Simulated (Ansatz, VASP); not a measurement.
One calculation of CdSe, two programs

```
Cd Se
1.0
     0.00000    3.06693    3.06693
     3.06693    0.00000    3.06693
     3.06693    3.06693    0.00000
Cd Se
1 1
Direct
  0.00000 0.00000 0.00000
  0.25000 0.25000 0.25000
```

Alike in both runs: task single point; functional PBE; k mesh 6 × 6 × 6; no spin polarisation.

|  | VASP | Ansatz |
| --- | --- | --- |
| version | VASP 6.6.1 | Ansatz 0.2.0 |
| potentials or method | VASP PAW PBE potentials, release 64 (Cd, Se) | plane waves, PAW |
| plane-wave cutoff (eV) | 520 | 420 |
| occupations | gaussian, width 0.01 eV | fixed |
| valence electrons in the cell | 18 | 36 |

VASP gave:

```
gap on the k mesh at the Fermi level (eV) : 0.55
pressure (GPa)                            : 1.8
```

Question: Estimate Ansatz's values.

Answer: gap on the k mesh at the Fermi level (eV): 0.56; pressure (GPa): 1.5.

VASP's potentials hold 18 valence electrons a cell and Ansatz's 36, so a difference there can come from the potentials and not from the codes.
